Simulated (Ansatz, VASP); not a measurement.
**BaZrO3: VASP beside Ansatz**

Contents of INCAR:

```
  PREC = Accurate
  ENCUT = 520
  EDIFF = 1E-6
  ISMEAR = 0
  SIGMA = 0.05
  LREAL = F
  LASPH = T
  NELM = 80
  ALGO = Normal
  ISIF = 2
  LWAVE = F
  LCHARG = F
  GGA = RE
  NBANDS = 28
```

KPOINTS

```
Automatic mesh
0
Gamma
  8 8 8
```

POSCAR

```
BaZrO3
1.0
    4.2283851526      0.0000000000      0.0000000000
    0.0000000000      4.2283851526      0.0000000000
    0.0000000000      0.0000000000      4.2283851526
Ba Zr O
1 1 3
Direct
    0.0000000000      0.0000000000      0.0000000000
    0.5000000000      0.5000000000      0.5000000000
    0.0000000000      0.5000000000      0.5000000000
    0.5000000000      0.5000000000      0.0000000000
    0.5000000000      0.0000000000      0.5000000000
```

Input for Ansatz:

```yaml
crystal:
  lattice:
    - [4.2283851526, 0.0, 0.0]
    - [0.0, 4.2283851526, 0.0]
    - [0.0, 0.0, 4.2283851526]
  atoms:
    - { symbol: Ba, position: [0.0, 0.0, 0.0] }
    - { symbol: Zr, position: [0.5, 0.5, 0.5] }
    - { symbol: O, position: [0.0, 0.5, 0.5] }
    - { symbol: O, position: [0.5, 0.5, 0.0] }
    - { symbol: O, position: [0.5, 0.0, 0.5] }
basis:
  ecutwfc: 420
  ecutrho_ratio: 4
kpoints:
  mp_grid: { grid: [8, 8, 8] }
hamiltonian:
  xc: revpbe
scf:
  occupations: { method: gaussian, width: 0.05 }
output:
  forces: true
  stress: true
  write_density: true
  write_potential: true
  elf: true
  volumetric_format: npy
```

Alike in both runs: task single point; functional revPBE; k mesh 8 × 8 × 8; occupations gaussian, width 0.05 eV; no spin polarisation.

|  | VASP | Ansatz |
| --- | --- | --- |
| version | VASP 6.6.1 | Ansatz 0.2.0 |
| potentials or method | VASP PAW PBE potentials, release 64 (Ba_sv, Zr_sv, O), cutoff 520 eV | scalar-relativistic, plane waves, PAW |
| valence electrons in the cell | 40 | 40 |

```csv
,VASP,Ansatz,Ansatz less VASP
gap on the k mesh at the Fermi level (eV),3.16,3.21,+0.048
pressure (GPa),3.3,2.4,-0.91
```

VASP's potentials were made for PBE, not for revPBE.

Neither program's run includes spin-orbit coupling.
